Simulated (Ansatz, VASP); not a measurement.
## One calculation of NaH3, two programs

```
CELL_PARAMETERS angstrom
6.29310 -2.29355 -0.00001
6.29310 2.29355 -0.00001
-1.54702 0.00000 4.28971
ATOMIC_POSITIONS crystal
Na 0.24982 0.75018 0.75000
Na 0.75018 0.24982 0.25000
H 0.53336 0.96333 0.07299
H 0.74977 0.25023 0.75000
H 0.03667 0.46664 0.42701
H 0.96333 0.53336 0.57299
H 0.46664 0.03667 0.92701
H 0.25023 0.74977 0.25000
```

Alike in both runs: functional PBE; k mesh 6 × 6 × 6; occupations gaussian, width 0.02 eV; no spin polarisation.

Ansatz relaxed the structure, and its values are those at the end. VASP's run is a single point on that final structure, the one shown.

|  | VASP | Ansatz |
| --- | --- | --- |
| version | VASP 6.6.1 | Ansatz 0.2.0 |
| potentials or method | VASP PAW PBE potentials, release 64 (Na_pv, H), cutoff 500 eV | scalar-relativistic, plane waves, PAW |
| valence electrons in the cell | 20 | 24 |

```tsv
	VASP	Ansatz	Ansatz less VASP
gap on the k mesh at the Fermi level (eV)	3.00	3.00	+0.001
least direct gap on the mesh (eV)	3.12	3.12	0.000
pressure (GPa)	-0.1	0.0	+0.14
rms of the force components (eV/Å)	0.005	0.002	-0.0032
```

The functional is the same, so the differences come from potentials, cutoffs and numerics. VASP's potentials hold 20 valence electrons a cell and Ansatz's 24, so a difference there can come from the potentials and not from the codes.
